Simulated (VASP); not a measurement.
# GaP (F-43m) in VASP: a series of runs, part 2 of 2

VASP 6.6.1. The steps go on from the part before.

### 4 Vibrations by perturbation theory, PBEsol

This run uses another cell than the first one, of 20.35 Å³/atom.

Input file INCAR:

```
SYSTEM = GaP
ALGO     = Normal         ! electronic algorithm
EDIFF    = 1E-8           ! SCF threshold, eV
ENCUT    = 520            ! plane-wave cutoff, eV
GGA      = PS             ! functional
IBRION   = 8              ! ionic algorithm
ISIF     = 2              ! what is computed and relaxed
ISMEAR   = 0              ! smearing method
LASPH    = .True.         ! aspherical terms in the spheres
LCHARG   = .False.        ! write CHGCAR
LEPSILON = .True.         ! dielectric tensor by DFPT
LREAL    = .False.        ! projectors in reciprocal space
LWAVE    = .False.        ! write WAVECAR
NELM     = 100            ! most SCF steps
NSW      = 1              ! ionic steps
PREC     = Accurate       ! precision mode
SIGMA    = 0.01           ! smearing width, eV
```

Input file KPOINTS:

```
k-points
0
Gamma
  8 8 8
  0 0 0
```

Input file POSCAR:

```
GaP
1.0
    0.0000000000      2.7301051191      2.7301051191
    2.7301051191      0.0000000000      2.7301051191
    2.7301051191      2.7301051191      0.0000000000
Ga P
1 1
Direct
    0.0000000000      0.0000000000      0.0000000000
    0.7500000000      0.7500000000      0.7500000000
```

Potentials or basis: VASP PAW PBE potentials, release 64 (Ga_d, P).

The run is started by

```
$ cat potpaw_PBE.64/Ga_d/POTCAR potpaw_PBE.64/P/POTCAR > POTCAR
$ mpirun -np 1 vasp_std > vasp.out
```

OUTCAR:

```text
SYSTEM = GaP
   EDIFF = 1E-8
   ENCUT = 520
   GGA = PS
   IBRION = 8
   ISIF = 2
   ISMEAR = 0
   LASPH = .True.
   LEPSILON = .True.
   LREAL = .False.
   NELM = 100
   NSW = 1
   PREC = Accurate

 ion  position               nearest neighbor table
   1  0.000  0.000  0.000-   2 2.36   2 2.36   2 2.36   2 2.36
   2  0.750  0.750  0.750-   1 2.36   1 2.36   1 2.36   1 2.36

  LATTYP: Found a face centered cubic cell.
 ALAT       =     5.4602102382

  Lattice vectors:

 A1 = (   0.0000000000,   2.7301051191,   2.7301051191)
 A2 = (   2.7301051191,   0.0000000000,   2.7301051191)
 A3 = (   2.7301051191,   2.7301051191,   0.0000000000)

Analysis of symmetry for initial positions (statically):
[... 687 lines left out ...]
  z     0.00000    -0.00000     0.00000     6.79469     0.00000     0.00000

 SECOND DERIVATIVES (NOT SYMMETRIZED)
 ------------------------------------
               1X          1Y          1Z          2X          2Y          2Z
  1X    -9.672761    0.000000    0.000000    9.672761    0.000000    0.000000
  1Y     0.000000   -9.672761    0.000000    0.000000    9.672761    0.000000
  1Z     0.000000    0.000000   -9.672761    0.000000    0.000000    9.672761
  2X     9.684687    0.000000    0.000000   -9.684687    0.000000    0.000000
  2Y     0.000000    9.684687    0.000000    0.000000   -9.684687    0.000000
  2Z     0.000000    0.000000    9.684687    0.000000    0.000000   -9.684687

 Eigenvectors and eigenvalues of the dynamical matrix
 ----------------------------------------------------

   1 f  =   10.503472 THz    65.995258 2PiTHz  350.358098 cm-1    43.438848 meV
             X         Y         Z           dx          dy          dz
      0.000000  0.000000  0.000000    -0.000000   -0.554377   -0.000000
      4.095158  4.095158  4.095158     0.000000    0.832266   -0.000000
[... 21 lines left out ...]
   6 f/i=    0.002986 THz     0.018760 2PiTHz    0.099592 cm-1     0.012348 meV
             X         Y         Z           dx          dy          dz
      0.000000  0.000000  0.000000    -0.222413    0.639195   -0.484385
      4.095158  4.095158  4.095158    -0.148150    0.425771   -0.322651

--------------------------------------------------------------------------------------------------------

 MACROSCOPIC STATIC DIELECTRIC TENSOR IONIC CONTRIBUTION
 ------------------------------------------------------
           2.241798     0.000000     0.000000
           0.000000     2.241798    -0.000000
           0.000000    -0.000000     2.241798
 ------------------------------------------------------

 ELASTIC MODULI CONTR FROM IONIC RELAXATION (kBar)
 Direction    XX          YY          ZZ          XY          YZ          ZX
 --------------------------------------------------------------------------------
 XX          -0.0000     -0.0000      0.0000     -0.0000     -0.0000     -0.0000
 YY          -0.0000     -0.0000      0.0000      0.0000     -0.0000      0.0000
 ZZ           0.0000      0.0000     -0.0000     -0.0000      0.0000      0.0000
 XY          -0.0000      0.0000     -0.0000   -185.9917      0.0000      0.0000
 YZ          -0.0000     -0.0000      0.0000      0.0000   -185.9917     -0.0000
 ZX          -0.0000      0.0000      0.0000      0.0000     -0.0000   -185.9917
 --------------------------------------------------------------------------------

 PIEZOELECTRIC TENSOR IONIC CONTR  for field in x, y, z        (C/m^2)
          XX          YY          ZZ          XY          YZ          ZX
  --------------------------------------------------------------------------------
  x    -0.00000    -0.00000     0.00000     0.00000    -0.60760    -0.00000
  y    -0.00000     0.00000     0.00000     0.00000    -0.00000    -0.60760
  z    -0.00000     0.00000    -0.00000    -0.60760    -0.00000     0.00000
```

OSZICAR:

```text
N       E                     dE             d eps       ncg     rms          rms(c)
DAV:   1     0.774852297575E+02    0.77485E+02   -0.92391E+03   767   0.194E+03
DAV:   2    -0.409518416652E+01   -0.81580E+02   -0.78374E+02   794   0.327E+02
DAV:   3    -0.100934704568E+02   -0.59983E+01   -0.59718E+01   959   0.750E+01
[... 202 lines left out ...]
RMM:   7    -0.473990253352E-01   -0.35493E-05    0.44248E-07  4905   0.383E-03    0.166E-03
RMM:   8    -0.473965375689E-01    0.24878E-05    0.50354E-07  4836   0.135E-03    0.755E-05
RMM:   9    -0.473960548316E-01    0.48274E-06    0.73797E-09  4858   0.418E-04    0.121E-04
RMM:  10    -0.473958453625E-01    0.20947E-06    0.24588E-08  4798   0.146E-04    0.919E-06
RMM:  11    -0.473959123708E-01   -0.67008E-07    0.10461E-08  4885   0.558E-05    0.475E-06
RMM:  12    -0.473959222522E-01   -0.98814E-08    0.13767E-08  4922   0.227E-05    0.821E-07
 Linear response finished
```

Run time: 13 min. Hardware: 1 thread of Intel Xeon 8259CL, shared host; peak memory 0.29 GiB.

Results:

| Quantity | Value |
| --- | --- |
| Electronic dielectric tensor (diagonal) | 11.67 |
| Born charges (mean of the diagonal) | Ga +2.21; P -2.21 e |
| Highest phonon frequency at Γ, LO-TO splitting left out | 350 cm⁻¹ |

Phonon frequencies in cm⁻¹ (negative: imaginary):
| q point | frequencies |
| --- | --- |
| (0.000, 0.000, 0.000) | 0 0 0 350 350 350 |

Electronic dielectric tensor:
```
11.67  0.00  0.00
 0.00 11.67  0.00
 0.00  0.00 11.67
```

Born effective charge tensors (e):
atom 1, Ga
```
2.21 0.00 0.00
0.00 2.21 0.00
0.00 0.00 2.21
```
atom 2, P
```
-2.21  0.00  0.00
 0.00 -2.21  0.00
 0.00  0.00 -2.21
```

Caveat: the cell stands under pressure or tension, which shifts response properties; the PAW data sets were made with another functional, which shifts forces and pressure a little.
